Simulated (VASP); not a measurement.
Here is a VASP 6.6.1 calculation.

File INCAR:

```
SYSTEM = Si2W
ALGO     = Normal         ! electronic algorithm
EDIFF    = 1E-6           ! SCF threshold, eV
ENCUT    = 520            ! plane-wave cutoff, eV
GGA      = PS             ! functional
ISIF     = 2              ! what is computed and relaxed
ISMEAR   = -1             ! smearing method
LASPH    = .True.         ! aspherical terms in the spheres
LCHARG   = .True.         ! write CHGCAR
LELF     = .True.         ! ELF
LREAL    = .False.        ! projectors in reciprocal space
LVHAR    = .True.       
LWAVE    = .False.        ! write WAVECAR
NBANDS   = 18             ! bands
NELM     = 60             ! most SCF steps
PREC     = Accurate       ! precision mode
SIGMA    = 0.05           ! smearing width, eV
```

File KPOINTS:

```
k-points
0
Gamma
  12 12 12
  0 0 0
```

The input POSCAR:

```
Si2W
1.0
   -1.6384158444      1.6384158444      3.9917332191
    1.6384158444     -1.6384158444      3.9917332191
    1.6384158444      1.6384158444     -3.9917332191
W Si
1 2
Direct
    0.0000000000      0.0000000000      0.0000000000
    0.6653000000      0.6653000000      0.0000000000
    0.3347000000      0.3347000000      0.0000000000
```

Potentials or basis: VASP PAW PBE potentials, release 64 (W_sv, Si).

The run is started by

```console
$ cat potpaw_PBE.64/W_sv/POTCAR potpaw_PBE.64/Si/POTCAR > POTCAR
$ mpirun -np 1 vasp_std > vasp.out
```

(1) Estimate the band gap on the k mesh.

(2) Predict the pressure.

(3) Predict the largest force.

Answers

(1) zero (bands 11 and 12 overlap by 1.20 eV).

(2) -13.4 GPa.

(3) 0.119 eV/Å.

Caveat: the cell stands under tension; the PAW data sets were made with another functional, which shifts forces and pressure a little; spin-orbit coupling is left out, which moves the levels of the heavy elements.
